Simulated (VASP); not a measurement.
# Cs (P-3m1) in VASP: single point with PBE

Aim: the single point of Cs with PBE.

All numbers are computed with VASP 6.6.1; they aren't measurements. Logs are shortened: lines on timing, memory, paths and dates and some standing lists are left out, and cuts for length are marked.

### 1 The cell of the first run

The structure is trigonal, space group P-3m1 (No. 164). The conventional cell has a = 5.476 Å, b = 5.476 Å, c = 31.526 Å, α = 90.00°, β = 90.00°, γ = 120.00°.

### 2 Single point, PBE

File INCAR:

```
PREC     = Accurate       # precision mode
ENCUT    = 500            # plane-wave cutoff, eV
EDIFF    = 1E-6           # SCF threshold, eV
ISMEAR   = 0              # smearing method
SIGMA    = 0.1            # smearing width, eV
LREAL    = F              # projectors in reciprocal space
LASPH    = T              # aspherical terms in the spheres
NELM     = 120            # most SCF steps
ALGO     = Normal         # electronic algorithm
ISIF     = 2              # what is computed and relaxed
LWAVE    = F              # write WAVECAR
LCHARG   = T              # write CHGCAR
GGA      = PE             # functional
LELF     = T              # ELF
LVHAR    = T            
NBANDS   = 40             # bands
GGA_COMPAT= F
```

File KPOINTS:

```
regular mesh
0
Gamma
  9 9 2
```

File POSCAR:

```
Cs
1.0
    5.4761060481      0.0000000000      0.0000000000
   -2.7380530240      4.7424469515      0.0000000000
    0.0000000000      0.0000000000     31.5263309047
Cs
7
Direct
    0.0000000000      0.0000000000      0.0000000000
    0.3333333333      0.6666666667      0.1428571429
    0.6666666667      0.3333333333      0.2857142857
    0.0000000000      0.0000000000      0.4285714286
    0.3333333333      0.6666666667      0.5714285714
    0.0000000000      0.0000000000      0.7142857143
    0.3333333333      0.6666666667      0.8571428571
```

Potentials or basis: VASP PAW PBE potentials, release 64 (Cs_sv).

The run is started by

```bash
> cat potpaw_PBE.64/Cs_sv/POTCAR > POTCAR
> mpirun -np 1 vasp_std > vasp.out
```

OUTCAR:

```text
PREC = Accurate
   ENCUT = 500
   EDIFF = 1E-6
   ISMEAR = 0
   LREAL = F
   LASPH = T
   NELM = 120
   ISIF = 2
   GGA = PE

 ion  position               nearest neighbor table
   1  0.000  0.000  0.000-
   2  0.333  0.667  0.143-
   3  0.667  0.333  0.286-
   4  0.000  0.000  0.429-
   5  0.333  0.667  0.571-
   6  0.000  0.000  0.714-
   7  0.333  0.667  0.857-

  LATTYP: Found a hexagonal cell.
 ALAT       =     5.4761060481
 C/A-ratio  =     5.7570709237

  Lattice vectors:

 A1 = (   5.4761060481,   0.0000000000,   0.0000000000)
 A2 = (  -2.7380530240,   4.7424469515,   0.0000000000)
 A3 = (   0.0000000000,   0.0000000000,  31.5263309047)

Analysis of symmetry for initial positions (statically):
=====================================================================
 Subroutine PRICEL returns:
 Original cell was already a primitive cell.

 Routine SETGRP: Setting up the symmetry group for a
 hexagonal supercell.

 Subroutine GETGRP returns: Found 12 space group operations
 (whereof  6 operations were pure point group operations)
 out of a pool of 24 trial point group operations.

The static configuration has the point symmetry C_3v.
 The point group associated with its full space group is D_3d.

Analysis of symmetry for dynamics (positions and initial velocities):
=====================================================================
 Subroutine PRICEL returns:
 Original cell was already a primitive cell.

 Routine SETGRP: Setting up the symmetry group for a
 hexagonal supercell.

 Subroutine GETGRP returns: Found 12 space group operations
 (whereof  6 operations were pure point group operations)
 out of a pool of 24 trial point group operations.

The dynamic configuration has the point symmetry C_3v.
 The point group associated with its full space group is D_3d.

 Subroutine INISYM returns: Found 12 space group operations
 (whereof  6 operations are pure point group operations),
 and found     1 'primitive' translations

----------------------------------------------------------------------------------------

                                     Primitive cell

  volume of cell :     818.7433

  direct lattice vectors                    reciprocal lattice vectors
     5.476106048  0.000000000  0.000000000     0.182611511  0.105430805  0.000000000
    -2.738053024  4.742446951  0.000000000     0.000000000  0.210861610  0.000000000
     0.000000000  0.000000000 31.526330905     0.000000000  0.000000000  0.031719517

  length of vectors
     5.476106048  5.476106048 31.526330905     0.210861610  0.210861610  0.031719517

  position of ions in fractional coordinates (direct lattice)
     0.000000000  0.000000000  0.000000000
     0.333333333  0.666666667  0.142857143
     0.666666667  0.333333333  0.285714286
     0.000000000  0.000000000  0.428571429
     0.333333333  0.666666667  0.571428571
     0.000000000  0.000000000  0.714285714
     0.333333333  0.666666667  0.857142857

  ion indices of the primitive-cell ions
   primitive index   ion index
                 1           1
                 2           2
                 3           3
                 4           4
                 5           5
                 6           6
                 7           7

----------------------------------------------------------------------------------------

 KPOINTS: regular mesh

Automatic generation of k-mesh.
 Grid dimensions read from file:
 generate k-points for:    9    9    2

 Generating k-lattice:

  Cartesian coordinates                     Fractional coordinates (reciprocal lattice)
     0.020290168  0.011714534  0.000000000     0.111111111  0.000000000  0.000000000
     0.000000000  0.023429068  0.000000000     0.000000000  0.111111111  0.000000000
     0.000000000  0.000000000  0.015859759     0.000000000  0.000000000  0.500000000

  Length of vectors
     0.023429068  0.023429068  0.015859759

  Shift w.r.t. Gamma in fractional coordinates (k-lattice)
     0.000000000  0.000000000  0.000000000

 Subroutine IBZKPT returns following result:
 ===========================================

 Found     24 irreducible k-points:

 Following reciprocal coordinates:
            Coordinates               Weight
  0.000000  0.000000  0.000000      1.000000
  0.111111 -0.000000  0.000000      6.000000
  0.222222  0.000000  0.000000      6.000000
  0.333333  0.000000  0.000000      6.000000
  0.444444  0.000000  0.000000      6.000000
  0.111111  0.111111  0.000000      6.000000
[... 16 lines left out ...]
  0.333333  0.222222  0.500000     12.000000
  0.333333  0.333333  0.500000      2.000000
   k-points           NKPTS =     24   k-points in BZ     NKDIM =     24   number of bands    NBANDS=     40
   number of dos      NEDOS =    301   number of ions     NIONS =      7
   total plane-waves  NPLWV = 384000
   dimension x,y,z NGX =    40 NGY =   40 NGZ =  240
   dimension x,y,z NGXF=    80 NGYF=   80 NGZF=  480
   ions per type =               7
   NGX,Y,Z   is equivalent  to a cutoff of  12.14, 12.14, 12.66 a.u.
   NGXF,Y,Z  is equivalent  to a cutoff of  24.29, 24.29, 25.31 a.u.
 SYSTEM =  unknown system
   PREC   = accura    normal or accurate (medium, high low for compatibility)
   ISTART =      0    job   : 0-new  1-cont  2-samecut
   ICHARG =      2    charge: 1-file 2-atom 10-const
   ISPIN  =      1    spin polarized calculation?
   LNONCOLLINEAR =      F non collinear calculations
   LSORBIT =      F    spin-orbit coupling
   LASPH  =      T    aspherical Exc in radial PAW
   ENCUT  =  500.0 eV  36.75 Ry    6.06 a.u.   9.98  9.98 57.48*2*pi/ulx,y,z
   NELM   =    120;   NELMIN=  2; NELMDL= -5     # of ELM steps
   EDIFF  = 0.1E-05   stopping-criterion for ELM
   LREAL  =      F    real-space projection
   EDIFFG = 0.1E-04   stopping-criterion for IOM
   NSW    =      0    number of steps for IOM
   IBRION =     -1    ionic relax: 0-MD 1-quasi-New 2-CG
   NFREE  =      0    steps in history (QN), initial steepest desc. (CG)
   ISIF   =      2    stress and relaxation
   ISYM   =      2    0-nonsym 1-usesym 2-fastsym
   POTIM  = 0.5000    time-step for ionic-motion
   TEBEG  =    0.0;   TEEND  =   0.0 temperature during run
   PSTRESS=    0.0 pullay stress
   NELECT =      63.0000    total number of electrons
   NUPDOWN=      -1.0000    fix difference up-down
   EMIN   =  10.00;   EMAX   =-10.00  energy-range for DOS
   EFERMI =   0.00;   METHOD = LEGACY
   ISMEAR =     0;   SIGMA  =   0.10  broadening in eV -4-tet -1-fermi 0-gaus
   EFERMI_NEDOS =   21; number of points for ismear=-14 and -15
   IALGO  =     38    algorithm
   IMIX   =      4    mixing-type and parameters
     AMIX     =   0.40;   BMIX     =  1.00
     AMIX_MAG =   1.60;   BMIX_MAG =  1.00
  volume/ion in A,a.u.               =     116.96       789.31
  Fermi-wavevector in a.u.,A,eV,Ry     =   0.696315  1.315845  6.596847  0.484855
  Thomas-Fermi vector in A             =   1.779331
   LORBIT       =      0    0 simple, 1 ext, 2 COOP (PROOUT), +10 PAW based schemes
   GGA     = PE    functional components
   LHFCALC =     F    Hartree Fock is set to
   AEXX    =    0.0000 exact exchange contribution
   IVDW    =     0    specifies the selected vdW correction
   LEPSILON=     F    determine dielectric tensor
   LRPA    =     F    only Hartree local field effects (RPA)
 non-spin polarized calculation
 Gauss-broadening in eV      SIGMA  =   0.10
  energy-cutoff  :      500.00
  volume of cell :      818.74
 maximum number of plane-waves:     20850
 NGX is ok and might be reduce to    40
   NGX = 19   NGY = 19   NGZ =115

 number of electron      63.0000000 magnetization

 Free energy of the ion-electron system (eV)
  ---------------------------------------------------
  ext. energy  EPLUGINS =         0.00000000
  ---------------------------------------------------
  free energy    TOTEN  =        -5.98828887 eV

  energy without entropy =       -5.94926146  energy(sigma->0) =       -5.96877517

 E-fermi :   0.4376     XC(G=0):  -5.3636

 val. band max:        0.4249962792   @ k =   0.4444   0.0000   0.5000
 cond. band min:       0.4649847498   @ k =   0.2222   0.1111   0.5000
 fundamental gap:      0.0399884706
 Fermi energy:         0.4375902053

 k-point     1 :       0.0000    0.0000    0.0000
  band No.  band energies     occupation
      1     -23.4501      2.00000
      2     -23.4487      2.00000
      3     -23.4484      2.00000
      4     -23.4465      2.00000
      5     -23.4463      2.00000
      6     -23.4448      2.00000
[... 32 lines left out ...]
     39       1.8659      0.00000
     40       2.4761      0.00000

 k-point     2 :       0.1111   -0.0000    0.0000
  band No.  band energies     occupation
      1     -23.4495      2.00000
      2     -23.4481      2.00000
      3     -23.4478      2.00000
      4     -23.4461      2.00000
      5     -23.4459      2.00000
      6     -23.4445      2.00000
[... 32 lines left out ...]
     39       1.8642      0.00000
     40       2.4110      0.00000

 k-point     3 :       0.2222    0.0000    0.0000
  band No.  band energies     occupation
      1     -23.4481      2.00000
      2     -23.4468      2.00000
      3     -23.4464      2.00000
      4     -23.4450      2.00000
      5     -23.4448      2.00000
      6     -23.4437      2.00000
[... 32 lines left out ...]
     39       1.8358      0.00000
     40       1.9805      0.00000

 k-point     4 :       0.3333    0.0000    0.0000
  band No.  band energies     occupation
      1     -23.4463      2.00000
      2     -23.4452      2.00000
      3     -23.4448      2.00000
      4     -23.4439      2.00000
      5     -23.4436      2.00000
      6     -23.4428      2.00000
[... 32 lines left out ...]
     39       1.5726      0.00000
     40       1.5889      0.00000
[... 772 lines left out ...]
     39       1.5142      0.00000
     40       1.5844      0.00000

 k-point    23 :       0.3333    0.2222    0.5000
  band No.  band energies     occupation
      1     -23.4444      2.00000
      2     -23.4435      2.00000
      3     -23.4434      2.00000
      4     -23.4427      2.00000
      5     -23.4426      2.00000
      6     -23.4420      2.00000
[... 32 lines left out ...]
     39       1.3809      0.00000
     40       1.4156      0.00000

 k-point    24 :       0.3333    0.3333    0.5000
  band No.  band energies     occupation
      1     -23.4440      2.00000
      2     -23.4432      2.00000
      3     -23.4432      2.00000
      4     -23.4424      2.00000
      5     -23.4424      2.00000
      6     -23.4417      2.00000
[... 32 lines left out ...]
     39       1.2399      0.00000
     40       1.2399      0.00000

------------------------ aborting loop because EDIFF is reached ----------------------------------------

  FORCE on cell =-STRESS in cart. coord.  units (eV):
  Direction    XX          YY          ZZ          XY          YZ          ZX
  --------------------------------------------------------------------------------------
  -------------------------------------------------------------------------------------
  Total       -0.0343943     -0.0343943     -0.0262756     -0.0000000      0.0000000      0.0000000
  in kB       -0.0673053     -0.0673053     -0.0514180     -0.0000000      0.0000000      0.0000000
  external PRESSURE =      -0.0620096 kB  Pullay stress =       0.0000000 kB

 VOLUME and BASIS-vectors are now :
 -----------------------------------------------------------------------------
  energy-cutoff  :      500.00
  volume of cell :      818.74
      direct lattice vectors                 reciprocal lattice vectors
     5.476106048  0.000000000  0.000000000     0.182611511  0.105430805  0.000000000
    -2.738053024  4.742446951  0.000000000     0.000000000  0.210861610  0.000000000
     0.000000000  0.000000000 31.526330905     0.000000000  0.000000000  0.031719517

 POSITION                                       TOTAL-FORCE (eV/Angst)
 -----------------------------------------------------------------------------------
      0.00000      0.00000      0.00000        -0.000000     -0.000000     -0.000312
     -0.00000      3.16163      4.50376         0.000000     -0.000000     -0.000506
      2.73805      1.58082      9.00752         0.000000      0.000000      0.000000
      0.00000      0.00000     13.51128        -0.000000      0.000000      0.000506
     -0.00000      3.16163     18.01505         0.000000      0.000000      0.000312
      0.00000      0.00000     22.51881         0.000000      0.000000      0.000011
     -0.00000      3.16163     27.02257        -0.000000     -0.000000     -0.000011
 -----------------------------------------------------------------------------------
    total drift:                                0.000000     -0.000000     -0.000005

  FREE ENERGIE OF THE ION-ELECTRON SYSTEM (eV)
  ---------------------------------------------------
  free  energy   TOTEN  =        -5.9882888718 eV

  energy  without entropy=       -5.9492614616  energy(sigma->0) =       -5.96877517
```

Wall time 8.7 min (1 thread of Intel Xeon Platinum 8488C (Sapphire Rapids), shared host); peak memory 1 GiB.

Results:

```
Free energy            : -5.9883 eV
Pressure               : 0.0 GPa
Band gap on the k mesh : zero (an odd number of electrons rules out a gap without spin polarisation)
```

Caveat: spin-orbit coupling is left out, which moves the levels of the heavy elements.
